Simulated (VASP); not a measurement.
# PbS (Imm2) in VASP: notebook

PbS is run at these levels: HSE06, PBE, r2SCAN; tasks: single point.

Everything below comes from runs of VASP 6.6.1. Logs are shortened: lines on timing, memory, paths and dates and some standing lists are left out, and cuts for length are marked.

### 1 The cell of the first run

The structure is orthorhombic, space group Imm2 (No. 44). The conventional cell has a = 4.555 Å, b = 4.782 Å, c = 6.602 Å, α = 90.00°, β = 90.00°, γ = 90.00°. Pb (site symmetry mm2) has 4 S at 2.85 to 2.87 Å within 3.7 Å. S (site symmetry mm2) has 4 Pb at 2.85 to 2.87 Å within 3.7 Å.

### 2 Single point, HSE06 (shear xy strain -4.9%)

Input file POSCAR:

```
PbS
1.0
   -0.0803788022      3.3009775035      3.3009775035
    3.3009775035     -0.0803788022      3.3009775035
    3.2205987013      3.2205987013      0.0000000000
Pb S
1 1
Direct
   -0.0041584700     -0.0041584700      0.0041584700
    0.2541584700      0.2541584700      0.2458415300
```

Input file INCAR.step1:

```
PREC = Accurate
ENCUT = 520
EDIFF = 1E-5
ISMEAR = 0
SIGMA = 0.01
LREAL = F
LASPH = T
NELM = 100
ALGO = Normal
ISIF = 2
LWAVE = T
LCHARG = F
NBANDS = 17
GGA = PE
```

Input file INCAR.step2:

```
PREC = Accurate
ENCUT = 520
EDIFF = 1E-7
ISMEAR = 0
SIGMA = 0.01
LREAL = F
LASPH = T
NELM = 100
ALGO = Normal
ISIF = 2
LWAVE = F
LCHARG = F
GGA = PE
LHFCALC = T
HFSCREEN = 0.2079
PRECFOCK = Normal
NBANDS = 17
ISTART = 1
```

Input file KPOINTS:

```
regular mesh
0
Gamma
  4 4 4
```

Potentials or basis: VASP PAW PBE potentials, release 64 (Pb_d, S).

Launch:

```console
$ cat potpaw_PBE.64/Pb_d/POTCAR potpaw_PBE.64/S/POTCAR > POTCAR
$ cp INCAR.step1 INCAR
$ mpirun -np 1 vasp_std > vasp.out
$ cp INCAR.step2 INCAR
$ mpirun -np 1 vasp_std > vasp.out
```

OUTCAR:

```text
PREC = Accurate
   ENCUT = 520
   EDIFF = 1E-7
   ISMEAR = 0
   LREAL = F
   LASPH = T
   NELM = 100
   ISIF = 2
   GGA = PE
   LHFCALC = T
   HFSCREEN = 0.2079
   PRECFOCK = Normal
   ISTART = 1

 ion  position               nearest neighbor table
   1  0.996  0.996  0.004-   2 2.85   2 2.85   2 2.87   2 2.87
   2  0.254  0.254  0.246-   1 2.85   1 2.85   1 2.87   1 2.87

  LATTYP: Found a body centered orthorhombic cell.
 ALAT       =     4.5546143623
 B/A-ratio  =     1.0499154410
 C/A-ratio  =     1.4495091092

  Lattice vectors:

 A1 = (   0.0803788022,  -3.3009775035,  -3.3009775035)
 A2 = (  -0.0803788022,   3.3009775035,  -3.3009775035)
 A3 = (   3.3009775035,  -0.0803788022,   3.3009775035)

Analysis of symmetry for initial positions (statically):
=====================================================================
 Subroutine PRICEL returns:
 Original cell was already a primitive cell.

 Routine SETGRP: Setting up the symmetry group for a
 body centered orthorhombic supercell.

 Subroutine GETGRP returns: Found  4 space group operations
 (whereof  4 operations were pure point group operations)
 out of a pool of  8 trial point group operations.

The static configuration has the point symmetry C_2v.

Analysis of symmetry for dynamics (positions and initial velocities):
=====================================================================
 Subroutine PRICEL returns:
 Original cell was already a primitive cell.

 Routine SETGRP: Setting up the symmetry group for a
 body centered orthorhombic supercell.

 Subroutine GETGRP returns: Found  4 space group operations
 (whereof  4 operations were pure point group operations)
 out of a pool of  8 trial point group operations.

The dynamic configuration has the point symmetry C_2v.

 Subroutine INISYM returns: Found  4 space group operations
 (whereof  4 operations are pure point group operations),
 and found     1 'primitive' translations

----------------------------------------------------------------------------------------

                                     Primitive cell

  volume of cell :      71.8952

  direct lattice vectors                    reciprocal lattice vectors
    -0.080378802  3.300977503  3.300977503    -0.147869658  0.147869658  0.151470284
     3.300977503 -0.080378802  3.300977503     0.147869658 -0.147869658  0.151470284
     3.220598701  3.220598701  0.000000000     0.155250637  0.155250637 -0.151470284

  length of vectors
     4.668979086  4.668979086  4.554614362     0.258213320  0.258213320  0.266737263

  position of ions in fractional coordinates (direct lattice)
     0.995841530  0.995841530  0.004158470
     0.254158470  0.254158470  0.245841530

  ion indices of the primitive-cell ions
   primitive index   ion index
                 1           1
                 2           2

----------------------------------------------------------------------------------------

 KPOINTS: regular mesh

Automatic generation of k-mesh.
 Grid dimensions read from file:
 generate k-points for:    4    4    4

 Generating k-lattice:

  Cartesian coordinates                     Fractional coordinates (reciprocal lattice)
    -0.036967414  0.036967414  0.037867571     0.250000000  0.000000000  0.000000000
     0.036967414 -0.036967414  0.037867571     0.000000000  0.250000000  0.000000000
     0.038812659  0.038812659 -0.037867571     0.000000000  0.000000000  0.250000000

  Length of vectors
     0.064553330  0.064553330  0.066684316

  Shift w.r.t. Gamma in fractional coordinates (k-lattice)
     0.000000000  0.000000000  0.000000000

 Subroutine IBZKPT returns following result:
 ===========================================

 Found     18 irreducible k-points:

 Following reciprocal coordinates:
            Coordinates               Weight
  0.000000  0.000000  0.000000      1.000000
  0.250000  0.000000  0.000000      4.000000
  0.500000  0.000000  0.000000      2.000000
  0.250000  0.250000  0.000000      2.000000
  0.500000  0.250000  0.000000      4.000000
 -0.250000  0.250000  0.000000      2.000000
[... 10 lines left out ...]
  0.250000  0.250000  0.500000      2.000000
 -0.250000  0.250000  0.500000      2.000000
   k-points           NKPTS =     18   k-points in BZ     NKDIM =     64   number of bands    NBANDS=     17
   number of dos      NEDOS =    301   number of ions     NIONS =      2
   total plane-waves  NPLWV =  46656
   dimension x,y,z NGX =    36 NGY =   36 NGZ =   36
   dimension x,y,z NGXF=    72 NGYF=   72 NGZF=   72
   ions per type =               1   1
   NGX,Y,Z   is equivalent  to a cutoff of  12.82, 12.82, 13.14 a.u.
   NGXF,Y,Z  is equivalent  to a cutoff of  25.64, 25.64, 26.28 a.u.
 SYSTEM =  unknown system
   PREC   = accura    normal or accurate (medium, high low for compatibility)
   ISTART =      1    job   : 0-new  1-cont  2-samecut
   ICHARG =      0    charge: 1-file 2-atom 10-const
   ISPIN  =      1    spin polarized calculation?
   LNONCOLLINEAR =      F non collinear calculations
   LSORBIT =      F    spin-orbit coupling
   LASPH  =      T    aspherical Exc in radial PAW
   ENCUT  =  520.0 eV  38.22 Ry    6.18 a.u.   8.68  8.68  8.47*2*pi/ulx,y,z
   NELM   =    100;   NELMIN=  2; NELMDL=  0     # of ELM steps
   EDIFF  = 0.1E-06   stopping-criterion for ELM
   LREAL  =      F    real-space projection
   EDIFFG = 0.1E-05   stopping-criterion for IOM
   NSW    =      0    number of steps for IOM
   IBRION =     -1    ionic relax: 0-MD 1-quasi-New 2-CG
   NFREE  =      0    steps in history (QN), initial steepest desc. (CG)
   ISIF   =      2    stress and relaxation
   ISYM   =      3    0-nonsym 1-usesym 2-fastsym
   POTIM  = 0.5000    time-step for ionic-motion
   TEBEG  =    0.0;   TEEND  =   0.0 temperature during run
   PSTRESS=    0.0 pullay stress
   NELECT =      20.0000    total number of electrons
   NUPDOWN=      -1.0000    fix difference up-down
   EMIN   =  10.00;   EMAX   =-10.00  energy-range for DOS
   EFERMI =   0.00;   METHOD = LEGACY
   ISMEAR =     0;   SIGMA  =   0.01  broadening in eV -4-tet -1-fermi 0-gaus
   EFERMI_NEDOS =   21; number of points for ismear=-14 and -15
   IALGO  =     38    algorithm
   IMIX   =      1    mixing-type and parameters
     AMIX     =   0.40;   BMIX     =  1.00
     AMIX_MAG =   1.60;   BMIX_MAG =  1.00
[... 33 lines left out ...]

  energy without entropy =       -9.98627177  energy(sigma->0) =       -9.98627177

 E-fermi :   2.6553     XC(G=0):  -6.6436

 val. band max:        2.5321107413   @ k =  -0.2500   0.2500   0.5000
 cond. band min:       3.8287921290   @ k =   0.5000   0.0000   0.5000
 fundamental gap:      1.2966813877
 Fermi energy:         2.6552844063

 k-point     1 :       0.0000    0.0000    0.0000
  band No.  band energies     occupation
      1     -15.8354      2.00000
      2     -15.8346      2.00000
      3     -15.8324      2.00000
      4     -15.7900      2.00000
      5     -15.7888      2.00000
      6     -11.4897      2.00000
[... 9 lines left out ...]
     16      12.0294      0.00000
     17      12.8775      0.00000

 k-point     2 :       0.2500    0.0000    0.0000
  band No.  band energies     occupation
      1     -15.8485      2.00000
      2     -15.8283      2.00000
      3     -15.8280      2.00000
      4     -15.7887      2.00000
      5     -15.7884      2.00000
      6     -11.1615      2.00000
[... 9 lines left out ...]
     16      11.3281      0.00000
     17      12.4414      0.00000

 k-point     3 :       0.5000    0.0000    0.0000
  band No.  band energies     occupation
      1     -15.8630      2.00000
      2     -15.8238      2.00000
      3     -15.8236      2.00000
      4     -15.7864      2.00000
      5     -15.7856      2.00000
      6     -10.7526      2.00000
[... 9 lines left out ...]
     16      12.1450      0.00000
     17      12.4692      0.00000

 k-point     4 :       0.2500    0.2500    0.0000
  band No.  band energies     occupation
      1     -15.8657      2.00000
      2     -15.8207      2.00000
      3     -15.8167      2.00000
      4     -15.7939      2.00000
      5     -15.7855      2.00000
      6     -11.0266      2.00000
[... 9 lines left out ...]
     16      12.5638      0.00000
     17      14.4691      0.00000

 k-point     5 :       0.5000    0.2500    0.0000
  band No.  band energies     occupation
      1     -15.8775      2.00000
      2     -15.8146      2.00000
      3     -15.8133      2.00000
      4     -15.7931      2.00000
      5     -15.7840      2.00000
      6     -10.5966      2.00000
[... 9 lines left out ...]
     16      12.7441      0.00000
     17      13.3200      0.00000

 k-point     6 :      -0.2500    0.2500    0.0000
  band No.  band energies     occupation
      1     -15.8640      2.00000
      2     -15.8205      2.00000
      3     -15.8204      2.00000
      4     -15.7889      2.00000
      5     -15.7882      2.00000
      6     -10.7705      2.00000
[... 9 lines left out ...]
     16      11.8996      0.00000
     17      13.1634      0.00000

 k-point     7 :       0.5000    0.5000    0.0000
  band No.  band energies     occupation
      1     -15.8941      2.00000
      2     -15.8067      2.00000
      3     -15.8008      2.00000
      4     -15.7996      2.00000
      5     -15.7810      2.00000
      6     -10.4159      2.00000
[... 9 lines left out ...]
     16      13.4048      0.00000
     17      13.6190      0.00000

 k-point     8 :       0.0000    0.0000    0.2500
  band No.  band energies     occupation
      1     -15.8538      2.00000
      2     -15.8271      2.00000
      3     -15.8253      2.00000
      4     -15.7896      2.00000
      5     -15.7874      2.00000
      6     -11.1297      2.00000
[... 9 lines left out ...]
     16      11.2295      0.00000
     17      12.6296      0.00000
[... 83 lines left out ...]
      1     -15.8823      2.00000
      2     -15.8173      2.00000
      3     -15.8049      2.00000
      4     -15.7931      2.00000
      5     -15.7855      2.00000
      6     -10.4056      2.00000
[... 9 lines left out ...]
     16      12.9639      0.00000
     17      13.1958      0.00000

 k-point    14 :       0.0000    0.0000    0.5000
  band No.  band energies     occupation
      1     -15.8726      2.00000
      2     -15.8219      2.00000
      3     -15.8207      2.00000
      4     -15.7868      2.00000
      5     -15.7833      2.00000
      6     -10.6762      2.00000
[... 9 lines left out ...]
     16      11.9892      0.00000
     17      12.6874      0.00000

 k-point    15 :       0.2500    0.0000    0.5000
  band No.  band energies     occupation
      1     -15.8802      2.00000
      2     -15.8152      2.00000
      3     -15.8123      2.00000
      4     -15.7937      2.00000
      5     -15.7823      2.00000
      6     -10.5535      2.00000
[... 9 lines left out ...]
     16      12.7702      0.00000
     17      13.3245      0.00000

 k-point    16 :       0.5000    0.0000    0.5000
  band No.  band energies     occupation
      1     -15.8932      2.00000
      2     -15.8052      2.00000
      3     -15.8036      2.00000
      4     -15.8004      2.00000
      5     -15.7797      2.00000
      6     -10.4114      2.00000
[... 9 lines left out ...]
     16      13.3195      0.00000
     17      13.6897      0.00000

 k-point    17 :       0.2500    0.2500    0.5000
  band No.  band energies     occupation
      1     -15.8723      2.00000
      2     -15.8201      2.00000
      3     -15.8162      2.00000
      4     -15.7912      2.00000
      5     -15.7849      2.00000
      6     -10.6932      2.00000
[... 9 lines left out ...]
     16      12.2467      0.00000
     17      13.7100      0.00000

 k-point    18 :      -0.2500    0.2500    0.5000
  band No.  band energies     occupation
      1     -15.8822      2.00000
      2     -15.8157      2.00000
      3     -15.8068      2.00000
      4     -15.7944      2.00000
      5     -15.7839      2.00000
      6     -10.4032      2.00000
[... 9 lines left out ...]
     16      13.0307      0.00000
     17      13.4166      0.00000

------------------------ aborting loop because EDIFF is reached ----------------------------------------

  FORCE on cell =-STRESS in cart. coord.  units (eV):
  Direction    XX          YY          ZZ          XY          YZ          ZX
  --------------------------------------------------------------------------------------
  -------------------------------------------------------------------------------------
  Total       -0.0032136     -0.0032136     -0.0382905     -0.1356567      0.0000000      0.0000000
  in kB       -0.0716147     -0.0716147     -0.8532988     -3.0230947      0.0000000      0.0000000
  external PRESSURE =      -0.3321760 kB  Pullay stress =       0.0000000 kB

 VOLUME and BASIS-vectors are now :
 -----------------------------------------------------------------------------
  energy-cutoff  :      520.00
  volume of cell :       71.90
      direct lattice vectors                 reciprocal lattice vectors
    -0.080378802  3.300977503  3.300977503    -0.147869658  0.147869658  0.151470284
     3.300977503 -0.080378802  3.300977503     0.147869658 -0.147869658  0.151470284
     3.220598701  3.220598701  0.000000000     0.155250637  0.155250637 -0.151470284

 POSITION                                       TOTAL-FORCE (eV/Angst)
 -----------------------------------------------------------------------------------
      3.22060      3.22060      6.57450        -0.000000     -0.000000      0.022179
      1.61030      1.61030      1.67794         0.000000      0.000000     -0.022179
 -----------------------------------------------------------------------------------
    total drift:                                0.000000     -0.000000      0.000164

  FREE ENERGIE OF THE ION-ELECTRON SYSTEM (eV)
  ---------------------------------------------------
  free  energy   TOTEN  =        -9.9862717732 eV

  energy  without entropy=       -9.9862717732  energy(sigma->0) =       -9.98627177
```

It took 20 min on 1 thread of Intel Xeon 6975P-C (Granite Rapids), shared host; peak memory 0.33 GiB.

Results:

| Property | Result |
| --- | --- |
| Free energy | -9.9863 eV |
| Pressure | 0.0 GPa |
| Largest force | 0.022 eV/Å |
| Band gap on the k mesh | 1.30 eV (least direct gap 1.81 eV) |

Forces in eV/Å, atoms in the order of the input:
```
Pb   0.000  0.000  0.022
S    0.000  0.000 -0.022
```

Stress tensor (GPa, compression positive):
```
-0.01 -0.30  0.00
-0.30 -0.01  0.00
 0.00  0.00 -0.09
```

Levels at points of the mesh, in eV from the valence-band top:
| k point | band 8 | band 9 | band 10 | band 11 | band 12 | band 13 |
| --- | --- | --- | --- | --- | --- | --- |
| (0.00, 0.00, 0.00) | -2.09 | -2.03 | -1.95 | 2.99 | 3.14 | 3.27 |
| (0.50, 0.00, 0.00) | -2.56 | -2.47 | -1.90 | 3.90 | 3.94 | 4.22 |
| (0.50, 0.50, 0.00) | -3.45 | -3.17 | -0.56 | 1.36 | 5.94 | 6.00 |
| (0.00, 0.00, 0.50) | -2.65 | -2.59 | -2.18 | 3.78 | 3.82 | 4.39 |
| (0.50, 0.00, 0.50) | -3.32 | -3.31 | -0.52 | 1.30 | 5.84 | 5.93 |

Caveat: the cell differs from its parent crystal (shear xy strain -4.9%); the PAW data sets were made with another functional, which shifts forces and pressure a little; spin-orbit coupling is left out, which moves the levels of the heavy elements.

### 3 Single point, PBE (shear xy strain -4.9%)

Input file INCAR:

```
  PREC = Accurate
  ENCUT = 520
  EDIFF = 1E-6
  ISMEAR = -1
  SIGMA = 0.02
  LREAL = F
  LASPH = T
  NELM = 60
  ALGO = Normal
  ISIF = 2
  LWAVE = F
  LCHARG = F
  GGA = PE
  NBANDS = 17
```

Input file KPOINTS:

```
regular mesh
0
Gamma
  6 6 6
```

POSCAR is that of step 2.

Potentials or basis: VASP PAW PBE potentials, release 64 (Pb_d, S).

Launch:

```console
$ cat potpaw_PBE.64/Pb_d/POTCAR potpaw_PBE.64/S/POTCAR > POTCAR
$ mpirun -np 1 vasp_std > vasp.out
```

Wall time 47 s (1 thread of Intel Xeon Platinum 8375C at 2.90GHz (Ice Lake), shared host); peak memory 0.23 GiB.

Results (log left out):

```yaml
Free_energy: -8.4084 eV
Pressure: 0.6 GPa
Largest_force: 0.010 eV/Å
Band_gap_on_the_k_mesh: 0.91 eV (least direct gap 1.27 eV)
```

Forces on the atoms (eV/Å):
```
Pb   0.000  0.000 -0.010
S    0.000  0.000  0.010
```

Stress tensor (GPa, compression positive):
```
 0.67 -0.26  0.00
-0.26  0.67  0.00
 0.00  0.00  0.61
```

Levels at points of the mesh, in eV from the valence-band top:
```tsv
k point	band 7	band 8	band 9	band 10	band 11	band 12	band 13	band 14
(0.00, 0.00, 0.00)	-5.84	-1.67	-1.61	-1.54	2.49	2.62	2.75	5.44
(0.50, 0.00, 0.00)	-7.61	-2.10	-2.03	-1.69	3.35	3.38	3.65	7.25
(0.50, 0.50, 0.00)	-7.99	-2.93	-2.67	-0.40	0.98	5.18	5.24	6.12
(0.00, 0.00, 0.50)	-7.57	-2.19	-2.13	-1.92	3.24	3.27	3.80	7.13
(0.50, 0.00, 0.50)	-7.98	-2.81	-2.81	-0.35	0.91	5.12	5.18	6.21
```

Caveat: the cell differs from its parent crystal (shear xy strain -4.9%); spin-orbit coupling is left out, which moves the levels of the heavy elements. A k mesh can miss the band edges.

### 4 Single point, r2SCAN (shear xy strain -4.9%)

POSCAR is that of step 3.

Input file INCAR.step1:

```
  ALGO = Normal
  EDIFF = 1E-4
  ENCUT = 520
  GGA = PE
  ISMEAR = 0
  LASPH = T
  LCHARG = F
  LREAL = F
  LWAVE = T
  NBANDS = 17
  NELM = 100
  PREC = Accurate
  SIGMA = 0.01
```

Input file INCAR.step2:

```
  ALGO = Normal
  EDIFF = 1E-6
  ENCUT = 520
  ISIF = 2
  ISMEAR = 0
  ISTART = 1
  LASPH = T
  LCHARG = T
  LELF = T
  LMIXTAU = T
  LREAL = F
  LVHAR = T
  LWAVE = F
  METAGGA = R2SCAN
  NBANDS = 17
  NELM = 100
  PREC = Accurate
  SIGMA = 0.01
```

Input file KPOINTS:

```
k-points
0
Gamma
  6 6 6
```

Launch:

```console
$ cat potpaw_PBE.64/Pb_d/POTCAR potpaw_PBE.64/S/POTCAR > POTCAR
$ cp INCAR.step1 INCAR
$ mpirun -np 1 vasp_std > vasp.out
$ cp INCAR.step2 INCAR
$ mpirun -np 1 vasp_std > vasp.out
```

Wall time 2.4 min (1 thread of Intel Xeon Platinum 8375C at 2.90GHz (Ice Lake), shared host); peak memory 0.24 GiB.

The run converged. Its results:

```yaml
Free_energy: -65.1163 eV
Pressure: -0.1 GPa
Band_gap_on_the_k_mesh: 1.07 eV (least direct gap 1.44 eV)
```

Stress tensor (GPa, compression positive):
```
-0.05 -0.36  0.00
-0.36 -0.05  0.00
 0.00  0.00 -0.12
```

Levels at points of the mesh, in eV from the valence-band top:
| k point | band 7 | band 8 | band 9 | band 10 | band 11 | band 12 | band 13 | band 14 |
| --- | --- | --- | --- | --- | --- | --- | --- | --- |
| (0.00, 0.00, 0.00) | -5.91 | -1.78 | -1.72 | -1.65 | 2.74 | 2.88 | 3.00 | 5.56 |
| (0.50, 0.00, 0.00) | -7.82 | -2.22 | -2.15 | -1.70 | 3.61 | 3.65 | 3.90 | 7.43 |
| (0.50, 0.50, 0.00) | -8.21 | -3.06 | -2.81 | -0.42 | 1.14 | 5.55 | 5.63 | 6.39 |
| (0.00, 0.00, 0.50) | -7.78 | -2.30 | -2.25 | -1.95 | 3.49 | 3.54 | 4.05 | 7.30 |
| (0.50, 0.00, 0.50) | -8.20 | -2.94 | -2.94 | -0.37 | 1.07 | 5.47 | 5.55 | 6.50 |

Caveat: the cell differs from its parent crystal (shear xy strain -4.9%); the PAW data sets were made with another functional, which shifts forces and pressure a little; spin-orbit coupling is left out, which moves the levels of the heavy elements.

### 5 The runs side by side

```tsv
level	k mesh	smearing	grid for exact exchange (PRECFOCK)	share of exact exchange	screening parameter	gap on the mesh (eV)	pressure (GPa)	largest force (eV/Å)
HSE06	4 × 4 × 4	gaussian 0.01 eV	Normal	0.25	0.2079 1/Å	1.30	0.0	0.02
PBE	6 × 6 × 6	fermi-dirac 0.02 eV	-	-	-	0.91	0.6	0.01
r2SCAN	6 × 6 × 6	gaussian 0.01 eV	-	-	-	1.07	-0.1	-
```

Alike in all rows: task single point; potentials or basis VASP PAW PBE potentials, release 64 (Pb_d, S); no spin polarisation; cell as given; cutoff (eV) 520.

Caveats: spin-orbit coupling is left out, which moves the levels of the heavy elements; the PAW data sets were made with another functional, which shifts forces and pressure a little (at least some runs).

Absolute energies hang on the potentials; compare differences alone.
